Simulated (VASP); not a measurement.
# Rh (Im-3m) in VASP: a series of runs

The runs below take Rh through relaxation of cell and atoms, with PBE.

Program: VASP 6.6.1. These are calculated values, not measurements. Logs are shortened: lines on timing, memory, paths and dates and some standing lists are left out, and cuts for length are marked.

## (1) The cell of the first run

It takes space group Im-3m (No. 229, cubic). Conventional cell: a = 3.010 Å, b = 3.010 Å, c = 3.010 Å, α = 90.00°, β = 90.00°, γ = 90.00°. Rh (site symmetry m-3m) has 14 Rh at 2.61 to 3.01 Å within 3.4 Å.

This isn't the form of Rh at room conditions, which is fcc.

## (2) Relaxation of cell and atoms, PBE

Contents of INCAR:

```
SYSTEM = Rh
ALGO = Normal
EDIFF = 1E-6
EDIFFG = -0.01
ENCUT = 600
GGA = PE
IBRION = 2
ISIF = 3
ISMEAR = -1
LASPH = .TRUE.
LCHARG = .FALSE.
LREAL = .FALSE.
LWAVE = .FALSE.
NELM = 80
NSW = 80
PREC = Accurate
SIGMA = 0.1
```

Contents of KPOINTS:

```
k-points
0
G
  20 20 20
  0 0 0
```

Contents of POSCAR:

```
Rh
1.0
    1.5050000000      1.5050000000      1.5050000000
   -1.5050000000      1.5050000000      1.5050000000
   -1.5050000000     -1.5050000000      1.5050000000
Rh
1
Direct
    0.0000000000      0.0000000000      0.0000000000
```

Potentials or basis: VASP PAW PBE potentials, release 64 (Rh_pv).

Started as:

```bash
> cat potpaw_PBE.64/Rh_pv/POTCAR > POTCAR
> mpirun -np 1 vasp_std > vasp.out
```

OUTCAR:

```text
SYSTEM = Rh
   EDIFF = 1E-6
   EDIFFG = -0.01
   ENCUT = 600
   GGA = PE
   IBRION = 2
   ISIF = 3
   ISMEAR = -1
   LASPH = .TRUE.
   LREAL = .FALSE.
   NELM = 80
   NSW = 80
   PREC = Accurate

 ion  position               nearest neighbor table
   1  0.000  0.000  0.000-

  LATTYP: Found a body centered cubic cell.
 ALAT       =     3.0100000000

  Lattice vectors:

 A1 = (   1.5050000000,  -1.5050000000,  -1.5050000000)
 A2 = (   1.5050000000,   1.5050000000,   1.5050000000)
 A3 = (  -1.5050000000,  -1.5050000000,   1.5050000000)

Analysis of symmetry for initial positions (statically):
=====================================================================
 Subroutine PRICEL returns:
 Original cell was already a primitive cell.

 Routine SETGRP: Setting up the symmetry group for a
 body centered cubic supercell.

 Subroutine GETGRP returns: Found 48 space group operations
 (whereof 48 operations were pure point group operations)
 out of a pool of 48 trial point group operations.

The static configuration has the point symmetry O_h .

Analysis of symmetry for dynamics (positions and initial velocities):
=====================================================================
 Subroutine PRICEL returns:
 Original cell was already a primitive cell.

 Routine SETGRP: Setting up the symmetry group for a
 body centered cubic supercell.

 Subroutine GETGRP returns: Found 48 space group operations
 (whereof 48 operations were pure point group operations)
 out of a pool of 48 trial point group operations.

The dynamic configuration has the point symmetry O_h .

 Subroutine INISYM returns: Found 48 space group operations
 (whereof 48 operations are pure point group operations),
 and found     1 'primitive' translations

----------------------------------------------------------------------------------------

                                     Primitive cell

  volume of cell :      13.6355

  direct lattice vectors                    reciprocal lattice vectors
     1.505000000  1.505000000  1.505000000     0.332225914  0.000000000  0.332225914
    -1.505000000  1.505000000  1.505000000    -0.332225914  0.332225914  0.000000000
    -1.505000000 -1.505000000  1.505000000     0.000000000 -0.332225914  0.332225914

  length of vectors
     2.606736465  2.606736465  2.606736465     0.469838393  0.469838393  0.469838393

  position of ions in fractional coordinates (direct lattice)
     0.000000000  0.000000000  0.000000000

  ion indices of the primitive-cell ions
   primitive index   ion index
                 1           1

[... 87 lines left out ...]
   EFERMI_NEDOS =   21; number of points for ismear=-14 and -15
   IALGO  =     38    algorithm
   IMIX   =      4    mixing-type and parameters
     AMIX     =   0.40;   BMIX     =  1.00
     AMIX_MAG =   1.60;   BMIX_MAG =  1.00
  volume/ion in A,a.u.               =      13.64        92.02
  Fermi-wavevector in a.u.,A,eV,Ry     =   1.689982  3.193603 38.858773  2.856039
  Thomas-Fermi vector in A             =   2.772011
   LORBIT       =      0    0 simple, 1 ext, 2 COOP (PROOUT), +10 PAW based schemes
   GGA     = PE    functional components
   LHFCALC =     F    Hartree Fock is set to
   AEXX    =    0.0000 exact exchange contribution
   IVDW    =     0    specifies the selected vdW correction
   LEPSILON=     F    determine dielectric tensor
   LRPA    =     F    only Hartree local field effects (RPA)
 conjugate gradient relaxation of ions
 non-spin polarized calculation
  energy-cutoff  :      600.00
  volume of cell :       13.64
 maximum number of plane-waves:       470
 NGX is ok and might be reduce to    24
   NGX = 11   NGY = 11   NGZ = 11

--------------------------------------- Ionic step        1  -------------------------------------------

 number of electron      15.0000000 magnetization

 Free energy of the ion-electron system (eV)
  ---------------------------------------------------
  ext. energy  EPLUGINS =         0.00000000
  ---------------------------------------------------
  free energy    TOTEN  =        -6.90394371 eV

  energy without entropy =       -6.83574208  energy(sigma->0) =       -6.86984289

------------------------ aborting loop because EDIFF is reached ----------------------------------------

  FORCE on cell =-STRESS in cart. coord.  units (eV):
  Direction    XX          YY          ZZ          XY          YZ          ZX
  --------------------------------------------------------------------------------------
  -------------------------------------------------------------------------------------
  Total        1.4007467      1.4007467      1.4007467     -0.0000000     -0.0000000      0.0000000
  in kB      164.5889559    164.5889559    164.5889559     -0.0000000     -0.0000000      0.0000000
  external PRESSURE =     164.5889559 kB  Pullay stress =       0.0000000 kB
[... 22 lines left out ...]
--------------------------------------- Ionic step        2  -------------------------------------------

 number of electron      15.0000003 magnetization

 E-fermi :   8.6714     XC(G=0): -12.8360

 val. band max:        8.6707040157   @ k =  -0.4000   0.3000  -0.0000
 cond. band min:       8.6720330833   @ k =   0.1500  -0.4500   0.0500
 fundamental gap:      0.0013290676
 Fermi energy:         8.6713784317

 k-point     1 :       0.0000    0.0000    0.0000
  band No.  band energies     occupation
      1     -37.1446      2.00000
      2     -37.1446      2.00000
      3     -37.1446      2.00000
      4       2.1509      2.00000
      5       6.4252      2.00000
      6       6.4252      2.00000
      7       6.4252      2.00000
      8       8.3276      1.93773
      9       8.3276      1.93773
     10      26.7782      0.00000
     11      26.7782      0.00000
[... 391 lines left out ...]
--------------------------------------- Ionic step        4  -------------------------------------------

 number of electron      15.0000001 magnetization

 Free energy of the ion-electron system (eV)
  ---------------------------------------------------
  ext. energy  EPLUGINS =         0.00000000
  ---------------------------------------------------
  free energy    TOTEN  =        -6.94508816 eV

  energy without entropy =       -6.87100025  energy(sigma->0) =       -6.90804420

 E-fermi :  10.8166     XC(G=0): -13.6750

 val. band max:       10.8130985275   @ k =   0.2000  -0.4500   0.0500
 cond. band min:      10.8184364097   @ k =   0.3500   0.3000   0.3000
 fundamental gap:      0.0053378821
 Fermi energy:        10.8166352814

 k-point     1 :       0.0000    0.0000    0.0000
  band No.  band energies     occupation
      1     -35.1704      2.00000
      2     -35.1704      2.00000
      3     -35.1704      2.00000
      4       3.3969      2.00000
      5       8.0622      2.00000
      6       8.0622      2.00000
      7       8.0622      2.00000
      8      10.3806      1.97478
      9      10.3806      1.97478
     10      29.2337      0.00000
     11      29.2337      0.00000
[... 350 lines left out ...]
  FREE ENERGIE OF THE ION-ELECTRON SYSTEM (eV)
  ---------------------------------------------------
  free  energy   TOTEN  =        -6.9450881587 eV

  energy  without entropy=       -6.8710002475  energy(sigma->0) =       -6.90804420

 reached required accuracy - stopping structural energy minimisation
```

CONTCAR:

```text
Rh
   1.00000000000000
     1.5359392300846191    1.5359392300846191    1.5359392300846191
    -1.5359392300846191    1.5359392300846191    1.5359392300846191
    -1.5359392300846191   -1.5359392300846191    1.5359392300846191
  Rh
     1
Direct
     0.0000000000000000    0.0000000000000000    0.0000000000000000

  0.00000000E+00  0.00000000E+00  0.00000000E+00
```

Run time: 67 s. Hardware: 1 thread of Intel Xeon Platinum 8259CL at 2.50GHz (Skylake/Cascade Lake), shared host; peak memory 0.19 GiB.

What came out:

```
Free energy                           : -6.9451 eV
Relaxed volume                        : 14.49 Å³/atom
Relaxed cell                          : a = 2.660 Å, b = 2.660 Å, c = 2.660 Å, α = 70.53°, β = 109.47°, γ = 70.53°
Space group after relaxing (to 0.1 Å) : Im-3m (No. 229)
Energy gained by relaxing             : 41.1 meV/atom
Ionic steps                           : 4
Pressure after relaxing               : -0.1 GPa
Band gap on the k mesh                : zero (an odd number of electrons rules out a gap without spin polarisation)
```

Step by step:
```tsv
step	energy change (eV)	largest force (eV/Å)	pressure (GPa)	volume (Å³)
1	0.0000	0.0000	16.46	13.64
2	0.1247	0.0000	-21.88	16.59
3	-0.0411	0.0000	-0.66	14.53
4	-0.0411	0.0000	-0.09	14.49
```

Final structure:
```xyz
1
Lattice="1.5359 1.5359 1.5359 -1.5359 1.5359 1.5359 -1.5359 -1.5359 1.5359" Properties=species:S:1:pos:R:3 pbc="T T T"
Rh    0.0000    0.0000    0.0000
```

## (3) Relaxation of cell and atoms, PBE, target pressure 10 GPa, at which the enthalpy is minimised

Contents of INCAR:

```
SYSTEM = Rh
PREC     = Accurate       ! precision mode
ENCUT    = 600            ! plane-wave cutoff, eV
EDIFF    = 1E-7           ! SCF threshold, eV
ISMEAR   = -1             ! smearing method
SIGMA    = 0.1            ! smearing width, eV
LREAL    = .FALSE.        ! projectors in reciprocal space
LASPH    = .TRUE.         ! aspherical terms in the spheres
NELM     = 60             ! most SCF steps
ALGO     = Normal         ! electronic algorithm
ISIF     = 3              ! what is computed and relaxed
LWAVE    = .FALSE.        ! write WAVECAR
LCHARG   = .FALSE.        ! write CHGCAR
GGA      = PE             ! functional
IBRION   = 2              ! ionic algorithm
NSW      = 80             ! ionic steps
EDIFFG   = -0.01          ! ionic threshold
PSTRESS  = 100.0
```

Contents of KPOINTS:

```
regular mesh
0
G
  20 20 20
  0 0 0
```

POSCAR is that of step 2.

Potentials or basis: VASP PAW PBE potentials, release 64 (Rh_pv).

Started as:

```bash
> cat potpaw_PBE.64/Rh_pv/POTCAR > POTCAR
> mpirun -np 1 vasp_std > vasp.out
```

Run time: 56 s. Hardware: 1 thread of Intel Xeon Platinum 8259CL at 2.50GHz (Skylake/Cascade Lake), shared host; peak memory 0.18 GiB.

The run converged. Its results:

| Property | Result |
| --- | --- |
| Free energy | -6.9289 eV |
| Relaxed volume | 13.94 Å³/atom |
| Relaxed cell | a = 2.626 Å, b = 2.626 Å, c = 2.626 Å, α = 70.53°, β = 109.47°, γ = 70.53° |
| Space group after relaxing (to 0.1 Å) | Im-3m (No. 229) |
| Energy change on relaxing (the run minimises the enthalpy) | -24.9 meV/atom |
| Ionic steps | 3 |
| Pressure after relaxing | 9.9 GPa |
| Band gap on the k mesh | zero (an odd number of electrons rules out a gap without spin polarisation) |

Step by step:
| step | energy change (eV) | largest force (eV/Å) | pressure (GPa) | volume (Å³) |
| --- | --- | --- | --- | --- |
| 1 | 0.0000 | 0.0000 | 16.46 | 13.64 |
| 2 | -0.0379 | 0.0000 | -3.94 | 14.75 |
| 3 | -0.0249 | 0.0000 | 9.93 | 13.94 |

Final structure:
```xyz
1
Lattice="1.5162 1.5162 1.5162 -1.5162 1.5162 1.5162 -1.5162 -1.5162 1.5162" Properties=species:S:1:pos:R:3 pbc="T T T"
Rh    0.0000    0.0000    0.0000
```

Levels at points of the mesh, in eV from the Fermi level:
```csv
k point,band 5,band 6,band 7,band 8,band 9,band 10
"(0.00, 0.00, 0.00)",-2.92,-2.92,-2.92,-0.47,-0.47,18.48
"(0.50, 0.00, 0.00)",-4.44,-0.52,-0.12,1.32,1.61,9.40
"(0.50, 0.50, 0.50)",-5.86,1.10,1.10,1.10,9.50,9.50
```

Caveat: the cell is relaxed towards a set pressure, so the run minimises the enthalpy, not the energy.

## (4) Relaxation of cell and atoms, PBE, target pressure 20 GPa, at which the enthalpy is minimised

Contents of INCAR:

```
ALGO = Normal ; EDIFF = 1E-6
EDIFFG = -0.01 ; ENCUT = 600
GGA = PE ; IBRION = 2
ISIF = 3 ; ISMEAR = -1
LASPH = True ; LCHARG = False
LREAL = False ; LWAVE = False
NELM = 100 ; NSW = 80
PREC = Accurate ; PSTRESS = 200.0
SIGMA = 0.1
```

Contents of KPOINTS:

```
k-points
0
Gamma
  20 20 20
```

POSCAR is that of step 3.

Potentials or basis: VASP PAW PBE potentials, release 64 (Rh_pv).

Started as:

```bash
> cat potpaw_PBE.64/Rh_pv/POTCAR > POTCAR
> mpirun -np 1 vasp_std > vasp.out
```

OUTCAR:

```text
EDIFF = 1E-6
   EDIFFG = -0.01
   ENCUT = 600
   GGA = PE
   IBRION = 2
   ISIF = 3
   ISMEAR = -1
   LASPH = True
   LREAL = False
   NELM = 100
   NSW = 80
   PREC = Accurate
   PSTRESS = 200.0

 ion  position               nearest neighbor table
   1  0.000  0.000  0.000-

  LATTYP: Found a body centered cubic cell.
 ALAT       =     3.0100000000

  Lattice vectors:

 A1 = (   1.5050000000,  -1.5050000000,  -1.5050000000)
 A2 = (   1.5050000000,   1.5050000000,   1.5050000000)
 A3 = (  -1.5050000000,  -1.5050000000,   1.5050000000)

Analysis of symmetry for initial positions (statically):
=====================================================================
 Subroutine PRICEL returns:
 Original cell was already a primitive cell.

 Routine SETGRP: Setting up the symmetry group for a
 body centered cubic supercell.

 Subroutine GETGRP returns: Found 48 space group operations
 (whereof 48 operations were pure point group operations)
 out of a pool of 48 trial point group operations.

The static configuration has the point symmetry O_h .

Analysis of symmetry for dynamics (positions and initial velocities):
=====================================================================
 Subroutine PRICEL returns:
 Original cell was already a primitive cell.

 Routine SETGRP: Setting up the symmetry group for a
 body centered cubic supercell.

 Subroutine GETGRP returns: Found 48 space group operations
 (whereof 48 operations were pure point group operations)
 out of a pool of 48 trial point group operations.

The dynamic configuration has the point symmetry O_h .

 Subroutine INISYM returns: Found 48 space group operations
 (whereof 48 operations are pure point group operations),
 and found     1 'primitive' translations

----------------------------------------------------------------------------------------

[... 127 lines left out ...]
   NGX = 11   NGY = 11   NGZ = 11

--------------------------------------- Ionic step        1  -------------------------------------------

 number of electron      15.0000000 magnetization

 Free energy of the ion-electron system (eV)
  ---------------------------------------------------
  ext. energy  EPLUGINS =         0.00000000
  ---------------------------------------------------
  free energy    TOTEN  =        -6.90394371 eV

  energy without entropy =       -6.83574208  energy(sigma->0) =       -6.86984289

------------------------ aborting loop because EDIFF is reached ----------------------------------------

  FORCE on cell =-STRESS in cart. coord.  units (eV):
  Direction    XX          YY          ZZ          XY          YZ          ZX
  --------------------------------------------------------------------------------------
  -------------------------------------------------------------------------------------
  Total        1.4007467      1.4007467      1.4007467     -0.0000000     -0.0000000      0.0000000
  in kB      164.5889559    164.5889559    164.5889559     -0.0000000     -0.0000000      0.0000000
  external PRESSURE =     -35.4110441 kB  Pullay stress =     200.0000000 kB
[... 61 lines left out ...]
--------------------------------------- Ionic step        3  -------------------------------------------

 number of electron      15.0000002 magnetization

 Free energy of the ion-electron system (eV)
  ---------------------------------------------------
  ext. energy  EPLUGINS =         0.00000000
  ---------------------------------------------------
  free energy    TOTEN  =        -6.88710852 eV

  energy without entropy =       -6.81992123  energy(sigma->0) =       -6.85351487

 E-fermi :  12.0891     XC(G=0): -14.1363

 val. band max:       12.0870995261   @ k =   0.3500   0.3000   0.3000
 cond. band min:      12.0956389068   @ k =   0.2000  -0.4500   0.0500
 fundamental gap:      0.0085393807
 Fermi energy:        12.0891361530

 k-point     1 :       0.0000    0.0000    0.0000
  band No.  band energies     occupation
      1     -33.9897      2.00000
      2     -33.9897      2.00000
      3     -33.9897      2.00000
      4       4.1671      2.00000
      5       9.0196      2.00000
      6       9.0196      2.00000
      7       9.0196      2.00000
      8      11.5904      1.98644
      9      11.5904      1.98644
     10      30.6125      0.00000
     11      30.6125      0.00000
[... 309 lines left out ...]
 k-point    24 :       0.3500    0.1000    0.0000
  band No.  band energies     occupation
      1     -34.5287      2.00000
      2     -34.1722      2.00000
      3     -34.0182      2.00000
      4       6.5589      2.00000
      5       7.9768      2.00000
      6       9.2758      2.00000
      7      11.0988      1.99990
      8      11.9019      1.73336
      9      12.4907      0.03542
     10      27.1598      0.00000
     11      28.7468      0.00000

 [... further k-points ...]

------------------------ aborting loop because EDIFF is reached ----------------------------------------

  FORCE on cell =-STRESS in cart. coord.  units (eV):
  Direction    XX          YY          ZZ          XY          YZ          ZX
  --------------------------------------------------------------------------------------
  -------------------------------------------------------------------------------------
  Total        1.6804534      1.6804534      1.6804534     -0.0000000      0.0000000      0.0000000
  in kB      199.6259120    199.6259120    199.6259120     -0.0000000      0.0000000      0.0000000
  external PRESSURE =      -0.3740880 kB  Pullay stress =     200.0000000 kB
[... 20 lines left out ...]
  energy  without entropy=       -6.8199212307  energy(sigma->0) =       -6.85351487

  enthalpy is  TOTEN    =        -5.2035060476 eV   P V=        1.6836024702

 reached required accuracy - stopping structural energy minimisation
```

OSZICAR:

```text
N       E                     dE             d eps       ncg     rms          rms(c)
DAV:   1     0.126002600404E+03    0.12600E+03   -0.10163E+04  5640   0.163E+03
DAV:   2    -0.558277274216E+01   -0.13159E+03   -0.12614E+03  5791   0.412E+02
DAV:   3    -0.729605251785E+01   -0.17133E+01   -0.16947E+01  6346   0.524E+01
[... 21 lines left out ...]
DAV:   3    -0.688624394612E+01    0.29459E-02   -0.12281E-02  5941   0.151E+00    0.481E-01
DAV:   4    -0.688705288111E+01   -0.80893E-03   -0.20802E-03  5791   0.654E-01    0.549E-02
DAV:   5    -0.688711250421E+01   -0.59623E-04   -0.63903E-05  6323   0.108E-01    0.257E-02
DAV:   6    -0.688710897016E+01    0.35341E-05   -0.43309E-06  5587   0.305E-02    0.332E-03
DAV:   7    -0.688710851774E+01    0.45242E-06   -0.42635E-08  3008   0.287E-03
   3 F= -.52035060E+01 E0= -.51699124E+01  d E =-.167736E-02
```

CONTCAR:

```text
Rh
   1.00000000000000
     1.4995238693309416    1.4995238693309416    1.4995238693309416
    -1.4995238693309416    1.4995238693309416    1.4995238693309416
    -1.4995238693309416   -1.4995238693309416    1.4995238693309416
  Rh
     1
Direct
     0.0000000000000000    0.0000000000000000    0.0000000000000000

  0.00000000E+00  0.00000000E+00  0.00000000E+00
```

Run time: 52 s. Hardware: 1 thread of Intel Xeon Platinum 8259CL at 2.50GHz (Skylake/Cascade Lake), shared host; peak memory 0.19 GiB.

Results:

| Quantity | Value |
| --- | --- |
| Free energy | -6.8871 eV |
| Relaxed volume | 13.49 Å³/atom |
| Relaxed cell | a = 2.597 Å, b = 2.597 Å, c = 2.597 Å, α = 70.53°, β = 109.47°, γ = 70.53° |
| Space group after relaxing (to 0.1 Å) | Im-3m (No. 229) |
| Energy change on relaxing (the run minimises the enthalpy) | +16.8 meV/atom |
| Ionic steps | 3 |
| Pressure after relaxing | 20.0 GPa |
| Band gap on the k mesh | zero (an odd number of electrons rules out a gap without spin polarisation) |

The path:
| step | energy change (eV) | largest force (eV/Å) | pressure (GPa) | volume (Å³) |
| --- | --- | --- | --- | --- |
| 1 | 0.0000 | 0.0000 | 16.46 | 13.64 |
| 2 | 0.0870 | 0.0000 | 31.81 | 13.05 |
| 3 | 0.0168 | 0.0000 | 19.96 | 13.49 |

Final structure:
```yaml
crystal:
  lattice:
    - [1.49952, 1.49952, 1.49952]
    - [-1.49952, 1.49952, 1.49952]
    - [-1.49952, -1.49952, 1.49952]
  atoms:
    - { symbol: Rh, position: [0.00000, 0.00000, 0.00000] }
```

Levels at points of the mesh, in eV from the Fermi level:
```
           k point  band 4  band 5  band 6  band 7  band 8  band 9  band 10  band 11
(0.00, 0.00, 0.00)   -7.92   -3.07   -3.07   -3.07   -0.50   -0.50    18.52    18.52
(0.50, 0.00, 0.00)   -6.13   -4.67   -0.55   -0.12    1.31    1.70     9.77    14.67
(0.50, 0.50, 0.50)   -6.17   -6.17    1.16    1.16    1.16    9.67     9.67     9.67
```

Caveat: the cell is relaxed towards a set pressure, so the run minimises the enthalpy, not the energy.

(Part 1 of 2 ends here.)
